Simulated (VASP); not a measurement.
Ti4W:

```
Ti W
1.0
     4.11037    0.00000    0.00000
     0.00000    4.11037    0.00000
     0.00000    0.00000    4.11037
Ti W
4 1
Cartesian
  2.0552 2.0552 2.0552
  0.0000 2.0552 2.0552
  2.0552 0.0000 2.0552
  2.0552 2.0552 0.0000
  0.0000 0.0000 0.0000
```

```yaml
Program: VASP 6.6.1
Task: relaxation of cell and atoms
Functional: PBE
Potentials_or_basis: VASP PAW PBE potentials, release 64 (Ti_sv, W_sv)
Cutoff: 600 eV
k_mesh: 4 × 4 × 4
Occupations: gaussian, width 0.1 eV
Spin: no spin polarisation
```

At the start: pressure 45.0 GPa; volume 13.89 Å³/atom.

Problem. How do energy, volume and symmetry change on relaxing?

Solution. Over 4 steps the energy falls by 481.5 meV/atom and the volume is 18.13 Å³/atom (+30.5 %); space group Pm-3m (No. 221, to 0.05 Å).

Step by step:
| step | energy change (eV) | largest force (eV/Å) | pressure (GPa) | volume (Å³) |
| --- | --- | --- | --- | --- |
| 1 | 0.0000 | 0.0000 | 45.00 | 69.45 |
| 2 | -0.7815 | 0.0000 | -16.09 | 116.49 |
| 3 | -2.4062 | 0.0000 | -0.73 | 91.14 |
| 4 | -2.4076 | 0.0000 | -0.17 | 90.65 |

Final structure:
```cif
data_structure
_symmetry_space_group_name_H-M 'P 1'
_symmetry_Int_Tables_number 1
_cell_length_a 4.4921
_cell_length_b 4.4921
_cell_length_c 4.4921
_cell_angle_alpha 90.000
_cell_angle_beta 90.000
_cell_angle_gamma 90.000
_cell_volume 90.65
loop_
_atom_site_label
_atom_site_type_symbol
_atom_site_fract_x
_atom_site_fract_y
_atom_site_fract_z
_atom_site_occupancy
Ti1 Ti 0.50000 0.50000 0.50000 1
Ti2 Ti 0.00000 0.50000 0.50000 1
Ti3 Ti 0.50000 0.00000 0.50000 1
Ti4 Ti 0.50000 0.50000 0.00000 1
W1 W 0.00000 0.00000 0.00000 1
```

Caveat: the k points lie up to 0.35 Å⁻¹ apart in the final cell; the volume moved by over 15 % at a fixed basis, so the end points are rough.
